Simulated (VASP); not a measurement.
# Si2IrRu2 (I4/mmm) in VASP: further runs

Si2IrRu2 is run at these levels: PBE; tasks: single point, relaxation of cell and atoms.

All numbers are computed with VASP 6.6.1; they aren't measurements. Logs are shortened: lines on timing, memory, paths and dates and some standing lists are left out, and cuts for length are marked.

## 1. The cell of the first run

The structure is tetragonal, space group I4/mmm (No. 139). The conventional cell has a = 3.931 Å, b = 3.931 Å, c = 9.377 Å, α = 90.00°, β = 90.00°, γ = 90.00°. Ir (site symmetry 4/mmm) has 10 Si at 2.99 to 3.59 Å and 8 Ru at 3.06 Å within 3.9 Å. Ru (site symmetry -4m2) has 4 Si at 2.33 Å and 4 Ru at 2.78 Å and 4 Ir at 3.06 Å within 3.1 Å. Within 2.9 Å of Si (site symmetry 4mm) lie 1 Si at 2.20 Å and 4 Ru at 2.33 Å.

## 2. Single point, PBE

Input file INCAR:

```
SYSTEM = Si2IrRu2
ALGO = Normal ; EDIFF = 1E-6
ENCUT = 520 ; GGA = PE
ISIF = 2 ; ISMEAR = -1
LASPH = .True. ; LCHARG = .False.
LREAL = .False. ; LWAVE = .False.
NBANDS = 30 ; NELM = 80
PREC = Accurate ; SIGMA = 0.0789
```

Input file KPOINTS:

```
k-points
0
Gamma
  7 7 7
  0 0 0
```

Input file POSCAR:

```
Si2IrRu2
1.0
    0.0000000000      3.9310503844      0.0000000000
    3.9310503844      0.0000000000      0.0000000000
    1.9655251922      1.9655251922     -4.6885150851
Ir Ru Si
1 2 2
Direct
    0.0000000000      0.0000000000      0.0000000000
    0.7500000000      0.2500000000      0.5000000000
    0.2500000000      0.7500000000      0.5000000000
    0.3827640547      0.3827640547      0.2344718907
    0.6172359453      0.6172359453      0.7655281093
```

Potentials or basis: VASP PAW PBE potentials, release 64 (Ir, Ru_pv, Si).

Command:

```console
$ cat potpaw_PBE.64/Ir/POTCAR potpaw_PBE.64/Ru_pv/POTCAR potpaw_PBE.64/Si/POTCAR > POTCAR
$ mpirun -np 1 vasp_std > vasp.out
```

OUTCAR:

```text
SYSTEM = Si2IrRu2
   EDIFF = 1E-6
   ENCUT = 520
   GGA = PE
   ISIF = 2
   ISMEAR = -1
   LASPH = .True.
   LREAL = .False.
   NELM = 80
   PREC = Accurate

 ion  position               nearest neighbor table
   1  0.000  0.000  0.000-   5 2.99   4 2.99   5 2.99   4 2.99   4 2.99   5 2.99   5 2.99   4 2.99
                             3 3.06   2 3.06   3 3.06   2 3.06   2 3.06   3 3.06   3 3.06   2 3.06
   2  0.750  0.250  0.500-   4 2.33   5 2.33   4 2.33   5 2.33   3 2.78   3 2.78   3 2.78   3 2.78
                             1 3.06   1 3.06   1 3.06   1 3.06
   3  0.250  0.750  0.500-   4 2.33   5 2.33   4 2.33   5 2.33   2 2.78   2 2.78   2 2.78   2 2.78
                             1 3.06   1 3.06   1 3.06   1 3.06
   4  0.383  0.383  0.234-   5 2.20   3 2.33   2 2.33   3 2.33   2 2.33   1 2.99   1 2.99   1 2.99
                             1 2.99
   5  0.617  0.617  0.766-   4 2.20   3 2.33   2 2.33   2 2.33   3 2.33   1 2.99   1 2.99   1 2.99
                             1 2.99

  LATTYP: Found a body centered tetragonal cell.
 ALAT       =     3.9310503844
 C/A-ratio  =     2.3853752186

  Lattice vectors:

 A1 = (  -1.9655251922,   1.9655251922,   4.6885150851)
 A2 = (   1.9655251922,  -1.9655251922,   4.6885150851)
 A3 = (   1.9655251922,   1.9655251922,  -4.6885150851)

Analysis of symmetry for initial positions (statically):
=====================================================================
 Subroutine PRICEL returns:
 Original cell was already a primitive cell.

 Routine SETGRP: Setting up the symmetry group for a
 body centered tetragonal supercell.

 Subroutine GETGRP returns: Found 16 space group operations
 (whereof 16 operations were pure point group operations)
 out of a pool of 16 trial point group operations.

The static configuration has the point symmetry D_4h.

Analysis of symmetry for dynamics (positions and initial velocities):
=====================================================================
 Subroutine PRICEL returns:
 Original cell was already a primitive cell.

 Routine SETGRP: Setting up the symmetry group for a
 body centered tetragonal supercell.

 Subroutine GETGRP returns: Found 16 space group operations
 (whereof 16 operations were pure point group operations)
 out of a pool of 16 trial point group operations.

The dynamic configuration has the point symmetry D_4h.

 Subroutine INISYM returns: Found 16 space group operations
 (whereof 16 operations are pure point group operations),
 and found     1 'primitive' translations

----------------------------------------------------------------------------------------

                                     Primitive cell

  volume of cell :      72.4524

  direct lattice vectors                    reciprocal lattice vectors
     0.000000000  3.931050384  0.000000000     0.000000000  0.254384936  0.106643573
     3.931050384  0.000000000  0.000000000     0.254384936  0.000000000  0.106643573
     1.965525192  1.965525192 -4.688515085     0.000000000  0.000000000 -0.213287146

  length of vectors
     3.931050384  3.931050384  5.450573572     0.275834275  0.275834275  0.213287146

  position of ions in fractional coordinates (direct lattice)
     0.000000000  0.000000000  0.000000000
     0.750000000  0.250000000  0.500000000
     0.250000000  0.750000000  0.500000000
     0.382764055  0.382764055  0.234471891
     0.617235945  0.617235945  0.765528109

  ion indices of the primitive-cell ions
   primitive index   ion index
                 1           1
                 2           2
                 3           3
                 4           4
                 5           5

----------------------------------------------------------------------------------------

 KPOINTS: k-points

Automatic generation of k-mesh.
 Grid dimensions read from file:
 generate k-points for:    7    7    7

 Generating k-lattice:

  Cartesian coordinates                     Fractional coordinates (reciprocal lattice)
     0.000000000  0.036340705  0.015234796     0.142857143  0.000000000  0.000000000
     0.036340705  0.000000000  0.015234796     0.000000000  0.142857143  0.000000000
     0.000000000  0.000000000 -0.030469592     0.000000000  0.000000000  0.142857143

  Length of vectors
     0.039404896  0.039404896  0.030469592

  Shift w.r.t. Gamma in fractional coordinates (k-lattice)
     0.000000000  0.000000000  0.000000000

 Subroutine IBZKPT returns following result:
 ===========================================

 Found     40 irreducible k-points:

 Following reciprocal coordinates:
            Coordinates               Weight
  0.000000  0.000000  0.000000      1.000000
  0.142857  0.000000  0.000000      8.000000
  0.285714  0.000000  0.000000      8.000000
  0.428571  0.000000  0.000000      8.000000
  0.142857  0.142857  0.000000      8.000000
  0.285714  0.142857 -0.000000     16.000000
[... 16 lines left out ...]
  0.285714  0.285714  0.142857      8.000000
  0.428571  0.285714  0.142857     16.000000
 [... further k-points ...]
   k-points           NKPTS =     40   k-points in BZ     NKDIM =     40   number of bands    NBANDS=     30
   number of dos      NEDOS =    301   number of ions     NIONS =      5
   total plane-waves  NPLWV =  37800
   dimension x,y,z NGX =    30 NGY =   30 NGZ =   42
   dimension x,y,z NGXF=    60 NGYF=   60 NGZF=   84
   ions per type =               1   2   2
   NGX,Y,Z   is equivalent  to a cutoff of  12.69, 12.69, 12.81 a.u.
   NGXF,Y,Z  is equivalent  to a cutoff of  25.37, 25.37, 25.62 a.u.
 SYSTEM =  Si2IrRu2
   PREC   = accura    normal or accurate (medium, high low for compatibility)
   ISTART =      0    job   : 0-new  1-cont  2-samecut
   ICHARG =      2    charge: 1-file 2-atom 10-const
   ISPIN  =      1    spin polarized calculation?
   LNONCOLLINEAR =      F non collinear calculations
   LSORBIT =      F    spin-orbit coupling
   LASPH  =      T    aspherical Exc in radial PAW
   ENCUT  =  520.0 eV  38.22 Ry    6.18 a.u.   7.31  7.31 10.13*2*pi/ulx,y,z
   NELM   =     80;   NELMIN=  2; NELMDL= -5     # of ELM steps
   EDIFF  = 0.1E-05   stopping-criterion for ELM
   LREAL  =      F    real-space projection
   EDIFFG = 0.1E-04   stopping-criterion for IOM
   NSW    =      0    number of steps for IOM
   IBRION =     -1    ionic relax: 0-MD 1-quasi-New 2-CG
   NFREE  =      0    steps in history (QN), initial steepest desc. (CG)
   ISIF   =      2    stress and relaxation
   ISYM   =      2    0-nonsym 1-usesym 2-fastsym
   POTIM  = 0.5000    time-step for ionic-motion
   TEBEG  =    0.0;   TEEND  =   0.0 temperature during run
   PSTRESS=    0.0 pullay stress
   NELECT =      45.0000    total number of electrons
   NUPDOWN=      -1.0000    fix difference up-down
   EMIN   =  10.00;   EMAX   =-10.00  energy-range for DOS
   EFERMI =   0.00;   METHOD = LEGACY
   ISMEAR =    -1;   SIGMA  =   0.08  broadening in eV -4-tet -1-fermi 0-gaus
   EFERMI_NEDOS =   21; number of points for ismear=-14 and -15
   IALGO  =     38    algorithm
   IMIX   =      4    mixing-type and parameters
     AMIX     =   0.40;   BMIX     =  1.00
     AMIX_MAG =   1.60;   BMIX_MAG =  1.00
  volume/ion in A,a.u.               =      14.49        97.79
  Fermi-wavevector in a.u.,A,eV,Ry     =   1.396780  2.639532 26.544908  1.950996
  Thomas-Fermi vector in A             =   2.520101
   LORBIT       =      0    0 simple, 1 ext, 2 COOP (PROOUT), +10 PAW based schemes
   GGA     = PE    functional components
   LHFCALC =     F    Hartree Fock is set to
   AEXX    =    0.0000 exact exchange contribution
   IVDW    =     0    specifies the selected vdW correction
   LEPSILON=     F    determine dielectric tensor
   LRPA    =     F    only Hartree local field effects (RPA)
 non-spin polarized calculation
  energy-cutoff  :      520.00
  volume of cell :       72.45
 maximum number of plane-waves:      1985
 NGX is ok and might be reduce to    30
   NGX = 15   NGY = 15   NGZ = 21

 number of electron      45.0000007 magnetization

 Free energy of the ion-electron system (eV)
  ---------------------------------------------------
  ext. energy  EPLUGINS =         0.00000000
  ---------------------------------------------------
  free energy    TOTEN  =       -37.79347369 eV

  energy without entropy =      -37.67117438  energy(sigma->0) =      -37.73232404

 E-fermi :   9.7977     XC(G=0): -12.6002

 val. band max:        9.7947480883   @ k =   0.4286   0.1429  -0.0000
 cond. band min:       9.8100475648   @ k =   0.4286   0.4286   0.0000
 fundamental gap:      0.0152994765
 Fermi energy:         9.7977494068

 k-point     1 :       0.0000    0.0000    0.0000
  band No.  band energies     occupation
      1     -32.6959      2.00000
      2     -32.6959      2.00000
      3     -32.4639      2.00000
      4     -32.3696      2.00000
      5     -32.3209      2.00000
      6     -32.3209      2.00000
[... 22 lines left out ...]
     29      13.5298      0.00000
     30      17.5605      0.00000

 k-point     2 :       0.1429    0.0000    0.0000
  band No.  band energies     occupation
      1     -32.6796      2.00000
      2     -32.6777      2.00000
      3     -32.4591      2.00000
      4     -32.3742      2.00000
      5     -32.3418      2.00000
      6     -32.3398      2.00000
[... 22 lines left out ...]
     29      14.3074      0.00000
     30      17.2506      0.00000

 k-point     3 :       0.2857    0.0000    0.0000
  band No.  band energies     occupation
      1     -32.6328      2.00000
      2     -32.6265      2.00000
      3     -32.4457      2.00000
      4     -32.4000      2.00000
      5     -32.3927      2.00000
      6     -32.3862      2.00000
[... 22 lines left out ...]
     29      15.3023      0.00000
     30      16.9631      0.00000

 k-point     4 :       0.4286    0.0000    0.0000
  band No.  band energies     occupation
      1     -32.5620      2.00000
      2     -32.5520      2.00000
      3     -32.4789      2.00000
      4     -32.4685      2.00000
      5     -32.4265      2.00000
      6     -32.4053      2.00000
[... 616 lines left out ...]
     29      14.9961      0.00000
     30      17.3861      0.00000

 k-point    23 :       0.2857    0.2857    0.1429
  band No.  band energies     occupation
      1     -32.7309      2.00000
      2     -32.5879      2.00000
      3     -32.4450      2.00000
      4     -32.4340      2.00000
      5     -32.3974      2.00000
      6     -32.2968      2.00000
[... 22 lines left out ...]
     29      14.3162      0.00000
     30      17.1293      0.00000

 k-point    24 :       0.4286    0.2857    0.1429
  band No.  band energies     occupation
      1     -32.7217      2.00000
      2     -32.6709      2.00000
      3     -32.4219      2.00000
      4     -32.4088      2.00000
      5     -32.3632      2.00000
      6     -32.3101      2.00000
[... 22 lines left out ...]
     29      15.0119      0.00000
     30      16.2375      0.00000

 [... further k-points ...]
[... 5 lines left out ...]
  --------------------------------------------------------------------------------------
  -------------------------------------------------------------------------------------
  Total        2.3025355      2.3025355      2.2556848      0.0000000      0.0000000      0.0000000
  in kB       50.9171835     50.9171835     49.8811489      0.0000000      0.0000000      0.0000000
  external PRESSURE =      50.5718386 kB  Pullay stress =       0.0000000 kB

 VOLUME and BASIS-vectors are now :
 -----------------------------------------------------------------------------
  energy-cutoff  :      520.00
  volume of cell :       72.45
      direct lattice vectors                 reciprocal lattice vectors
     0.000000000  3.931050384  0.000000000     0.000000000  0.254384936  0.106643573
     3.931050384  0.000000000  0.000000000     0.254384936  0.000000000  0.106643573
     1.965525192  1.965525192 -4.688515085     0.000000000  0.000000000 -0.213287146

 POSITION                                       TOTAL-FORCE (eV/Angst)
 -----------------------------------------------------------------------------------
      0.00000      0.00000      0.00000         0.000000      0.000000      0.000000
      1.96553      3.93105     -2.34426         0.000000      0.000000      0.000000
      3.93105      1.96553     -2.34426        -0.000000     -0.000000      0.000000
      1.96553      1.96553     -1.09932         0.000000      0.000000      0.040791
      3.93105      3.93105     -3.58919        -0.000000     -0.000000     -0.040791
 -----------------------------------------------------------------------------------
    total drift:                                0.000000     -0.000000      0.000000

  FREE ENERGIE OF THE ION-ELECTRON SYSTEM (eV)
  ---------------------------------------------------
  free  energy   TOTEN  =       -37.7934736865 eV

  energy  without entropy=      -37.6711743836  energy(sigma->0) =      -37.73232404
```

Run time: 2.4 min. Hardware: 1 thread of AMD EPYC 7R13, shared host; peak memory 0.21 GiB.

Results:

```
Free energy   : -37.7935 eV
Pressure      : 5.1 GPa
Largest force : 0.041 eV/Å
```

Forces on the atoms (eV/Å):
```
Ir   0.000  0.000  0.000
Ru   0.000  0.000  0.000
Ru   0.000  0.000  0.000
Si   0.000  0.000  0.041
Si   0.000  0.000 -0.041
```

Stress tensor (GPa, compression positive):
```
5.09 0.00 0.00
0.00 5.09 0.00
0.00 0.00 4.99
```

Levels at points of the mesh, in eV from the Fermi level:
```tsv
k point	band 19	band 20	band 21	band 22	band 23	band 24	band 25	band 26	band 27	band 28
(0.00, 0.00, 0.00)	-1.29	-1.29	-0.72	0.27	0.40	2.10	2.65	3.14	3.14	3.73
```

Caveat: spin-orbit coupling is left out, which moves the levels of the heavy elements.

[end of part 1 of 2]
